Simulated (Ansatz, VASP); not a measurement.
**NiPt: VASP beside Ansatz**

```
Ni Pt
1.0
     2.70994    0.00000    0.00000
     0.00000    2.70994    0.00000
     0.00000    0.00000    7.15664
Ni Pt
2 2
Cartesian
  1.3550 1.3550 1.7892
  1.3550 1.3550 5.3675
  0.0000 0.0000 0.0000
  0.0000 0.0000 3.5783
```

Alike in both runs: task single point; functional LDA; k mesh 10 × 10 × 4; occupations fermi-dirac, width 0.1 eV; collinear spin.

|  | VASP | Ansatz |
| --- | --- | --- |
| version | VASP 6.6.1 | Ansatz 0.2.0 |
| potentials or method | VASP PAW LDA potentials, release 64 (Ni, Pt) | PAW with Ansatz's default frozen-core files, scalar-relativistic |
| plane-wave cutoff (eV) | 520 | 420 |
| valence electrons in the cell | 40 | 72 |

Ansatz gave:

* pressure (GPa): -12.0
* traceless stress, the component that is largest in VASP (GPa): 0.37
* net moment per atom (μB): 0.38
* size of the moment on the site where the two differ most (μB): 0.54

What did VASP give for the same quantities?

Pressure (GPa): -12.0; traceless stress, the component that is largest in VASP (GPa): 0.19; net moment per atom (μB): 0.26; size of the moment on the site where the two differ most (μB): 0.36.

The net moments are unlike, so the other rows may belong to different states. LDA's correlation is that of Perdew and Zunger in VASP and of Perdew and Wang (1992) in Ansatz. Site moments also hang on the region over which each program counts them. VASP's potentials hold 40 valence electrons a cell and Ansatz's 72, so a difference there can come from the potentials and not from the codes.

Neither program's run includes spin-orbit coupling.
